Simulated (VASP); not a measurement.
Runs of VASP 6.6.1 on Sc. The structure is that of space group Im-3m (No. 229), or close to it. The cells are those of the table. 

```tsv
cell	k mesh	cutoff (eV)	gap on the mesh (eV)	pressure (GPa)
a = 3.384 Å, angles 109.5°, 1 atom	16 × 16 × 16	500	none	-7.1
a = 3.384 Å, angles 109.5°, 1 atom	6 × 6 × 6	500	none	-7.2
a = 3.562 Å, angles 109.5°, 1 atom	6 × 6 × 6	500	none	-10.0
a = 3.480 Å, angles 109.5°, 1 atom	14 × 14 × 14	520	none	(a)
a = 3.562 Å, angles 109.5°, 1 atom	14 × 14 × 14	500	none	-10.0
```

Alike in all rows: task single point; level PBE; potentials or basis VASP PAW PBE potentials, release 64 (Sc_sv); no spin polarisation; smearing gaussian 0.1 eV.

Problem. Estimate the missing entries.

Solution. (a) -9.0.

Caveats: some runs use coarse meshes.

A gap of «none» marks levels without a gap at the run's occupations.
